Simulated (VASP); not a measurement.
# C (P6_3/mmc) in VASP: further runs, part 2 of 2

VASP 6.6.1. The steps go on from the part before.

**4. Single point, PBEsol+D3(BJ) (9.64 Å³/atom)**

File INCAR:

```
PREC = Accurate ; ENCUT = 520
EDIFF = 1E-6 ; ISMEAR = 0
SIGMA = 0.15 ; LREAL = False
LASPH = True ; NELM = 100
ALGO = Normal ; ISIF = 2
LWAVE = False ; LCHARG = False
GGA = PS ; IVDW = 12
NBANDS = 16
```

File KPOINTS:

```
regular mesh
0
Gamma
  21 21 8
```

File POSCAR:

```
C
1.0
    2.6573105947      0.0000000000      0.0000000000
   -1.3286552974      2.3012984808      0.0000000000
    0.0000000000      0.0000000000      6.3055323102
C
4
Direct
    0.0000000000      0.0000000000      0.0025000000
    0.0000000000      0.0000000000      0.5025000000
    0.3333333333      0.6666666667      0.0025000000
    0.6666666667      0.3333333333      0.5025000000
```

Potentials or basis: VASP PAW PBE potentials, release 64 (C).

On the command line:

```bash
$ cat potpaw_PBE.64/C/POTCAR > POTCAR
$ mpirun -np 1 vasp_std > vasp.out
```

OUTCAR:

```text
PREC = Accurate
   ENCUT = 520
   EDIFF = 1E-6
   ISMEAR = 0
   LREAL = False
   LASPH = True
   NELM = 100
   ISIF = 2
   GGA = PS
   IVDW = 12
 IVDW          = 12

 ion  position               nearest neighbor table
   1  0.000  0.000  0.002-   3 1.53   3 1.53   3 1.53
   2  0.000  0.000  0.502-   4 1.53   4 1.53   4 1.53
   3  0.333  0.667  0.002-   1 1.53   1 1.53   1 1.53
   4  0.667  0.333  0.502-   2 1.53   2 1.53   2 1.53

  LATTYP: Found a hexagonal cell.
 ALAT       =     2.6573105947
 C/A-ratio  =     2.3729000000

  Lattice vectors:

 A1 = (   2.6573105947,   0.0000000000,   0.0000000000)
 A2 = (  -1.3286552974,   2.3012984808,   0.0000000000)
 A3 = (   0.0000000000,   0.0000000000,   6.3055323102)

Analysis of symmetry for initial positions (statically):
=====================================================================
 Subroutine PRICEL returns:
 Original cell was already a primitive cell.

 Routine SETGRP: Setting up the symmetry group for a
 hexagonal supercell.

 Subroutine GETGRP returns: Found 24 space group operations
 (whereof  6 operations were pure point group operations)
 out of a pool of 24 trial point group operations.

The static configuration has the point symmetry C_3v.
 The point group associated with its full space group is D_6h.

Analysis of symmetry for dynamics (positions and initial velocities):
=====================================================================
 Subroutine PRICEL returns:
 Original cell was already a primitive cell.

 Routine SETGRP: Setting up the symmetry group for a
 hexagonal supercell.

 Subroutine GETGRP returns: Found 24 space group operations
 (whereof  6 operations were pure point group operations)
 out of a pool of 24 trial point group operations.

The dynamic configuration has the point symmetry C_3v.
 The point group associated with its full space group is D_6h.

 Subroutine INISYM returns: Found 24 space group operations
 (whereof  6 operations are pure point group operations),
[... 122 lines left out ...]
  Fermi-wavevector in a.u.,A,eV,Ry     =   1.221057  2.307463 20.286006  1.490979
  Thomas-Fermi vector in A             =   2.356252
   LORBIT       =      0    0 simple, 1 ext, 2 COOP (PROOUT), +10 PAW based schemes
   GGA     = PS    functional components
   LHFCALC =     F    Hartree Fock is set to
   AEXX    =    0.0000 exact exchange contribution
   IVDW    =    12    specifies the selected vdW correction
   LEPSILON=     F    determine dielectric tensor
   LRPA    =     F    only Hartree local field effects (RPA)
 non-spin polarized calculation
 Gauss-broadening in eV      SIGMA  =   0.15
  energy-cutoff  :      520.00
  volume of cell :       38.56
 maximum number of plane-waves:      1065
 NGX is ok and might be reduce to    20
   NGX =  9   NGY =  9   NGZ = 23

 number of electron      16.0000001 magnetization

 Free energy of the ion-electron system (eV)
  ---------------------------------------------------
  ext. energy  EPLUGINS =         0.00000000
  ---------------------------------------------------
  free energy    TOTEN  =       -37.08707598 eV

  energy without entropy =      -37.08617006  energy(sigma->0) =      -37.08662302

 E-fermi :   3.8157     XC(G=0): -10.4933

 val. band max:        3.8131773321   @ k =   0.3333   0.3333   0.2500
 cond. band min:       3.8440450655   @ k =   0.3333   0.3333   0.3750
 fundamental gap:      0.0308677333
 Fermi energy:         3.8157112418

 k-point     1 :       0.0000    0.0000    0.0000
  band No.  band energies     occupation
      1     -14.1547      2.00000
      2     -13.6174      2.00000
      3      -3.6896      2.00000
      4      -0.8036      2.00000
      5       0.8300      2.00000
      6       0.8300      2.00000
[... 433 lines left out ...]
      3      -3.0371      2.00000
      4      -2.8669      2.00000
      5      -2.1568      2.00000
      6      -1.2163      2.00000
[... 8 lines left out ...]
     15      13.3611      0.00000
     16      16.2110      0.00000

 [... further k-points ...]

------------------------ aborting loop because EDIFF is reached ----------------------------------------

 Edisp (eV)   -0.42495

 E8    (eV) :    -0.2064

  FORCE on cell =-STRESS in cart. coord.  units (eV):
  Direction    XX          YY          ZZ          XY          YZ          ZX
  --------------------------------------------------------------------------------------
  -------------------------------------------------------------------------------------
  Total     -18.05300   -18.05300     0.51934     0.00000     0.00000     0.00000
  in kB    -750.10658  -750.10658    21.57890     0.00000     0.00000     0.00000
  external pressure =     -492.88 kB  Pullay stress =        0.00 kB

 VOLUME and BASIS-vectors are now :
 -----------------------------------------------------------------------------
  energy-cutoff  :      520.00
  volume of cell :       38.56
      direct lattice vectors                 reciprocal lattice vectors
     2.657310595  0.000000000  0.000000000     0.376320330  0.217268644  0.000000000
    -1.328655297  2.301298481  0.000000000     0.000000000  0.434537288  0.000000000
     0.000000000  0.000000000  6.305532310     0.000000000  0.000000000  0.158590893

 POSITION                                       TOTAL-FORCE (eV/Angst)
 -----------------------------------------------------------------------------------
      0.00000      0.00000      0.01576        -0.000000      0.000000     -0.000000
      0.00000      0.00000      3.16853         0.000000     -0.000000      0.000000
     -0.00000      1.53420      0.01576        -0.000000     -0.000000      0.000000
      1.32866      0.76710      3.16853        -0.000000      0.000000     -0.000000
 -----------------------------------------------------------------------------------
    total drift:                               -0.000000     -0.000000     -0.000016

  FREE ENERGIE OF THE ION-ELECTRON SYSTEM (eV)
  ---------------------------------------------------
  free  energy   TOTEN  =       -37.5120256283 eV

  energy  without entropy=      -37.5111197102  energy(sigma->0) =      -37.51157267
```

stdout:

```text
POSCAR found type information on POSCAR C
 POSCAR found :  1 types and       4 ions
 scaLAPACK will be used
 -----------------------------------------------------------------------------
|                                                                             |
|                                                                             |
|     You enforced a specific xc type in the INCAR file but a different       |
|     I HOPE YOU KNOW WHAT YOU ARE DOING!                                     |
|                                                                             |
 -----------------------------------------------------------------------------

 LDA part: xc-table for (Slater+PW92), standard interpolation
 POSCAR, INCAR and KPOINTS ok, starting setup
 FFT: planning ... GRIDC
 FFT: planning ... GRID_SOFT
 FFT: planning ... GRID
 WAVECAR not read
 entering main loop
```

Wall time 2.1 min (1 thread of Intel Xeon 8259CL, shared host); peak memory 0.24 GiB.

What came out:

```yaml
Free_energy: -37.5120 eV
Pressure: -49.3 GPa
Band_gap_on_the_k_mesh: zero (bands 8 and 9 overlap by 0.07 eV)
Dispersion_energy_per_atom: -0.106 eV
```

Levels at points of the mesh, in eV from the Fermi level:
```
           k point  band 4  band 5  band 6  band 7  band 8  band 9  band 10  band 11  band 12  band 13
(0.00, 0.00, 0.00)   -4.62   -2.99   -2.99   -2.94   -2.94    5.54     6.93     6.93     7.04     7.04
(0.00, 0.00, 0.50)   -6.23   -2.96   -2.96   -2.96   -2.96    6.98     6.98     6.98     6.98     7.98
```

Caveat: the cell stands under tension; the PAW data sets were made with another functional, which shifts forces and pressure a little.

**5. The runs side by side**

```tsv
cell	gap on the mesh (eV)	pressure (GPa)
a = 2.452, b = 2.452, c = 7.405 Å, angles 90.0, 90.0, 120.0°, 4 atoms	none	2.1
a = 2.573, b = 2.573, c = 6.724 Å, angles 90.0, 90.0, 120.0°, 4 atoms	none	-31.9
a = 2.657, b = 2.657, c = 6.306 Å, angles 90.0, 90.0, 120.0°, 4 atoms	none	-49.3
```

Alike in all rows: task single point; level PBEsol+D3(BJ); potentials or basis VASP PAW PBE potentials, release 64 (C); no spin polarisation; k mesh 21 × 21 × 8; cutoff (eV) 520; smearing gaussian 0.15 eV.

Caveats: the PAW data sets were made with another functional, which shifts forces and pressure a little; the cell stands under tension (at least some runs).

Total energies depend on the potentials used, so only differences within one code and one set of settings carry meaning.
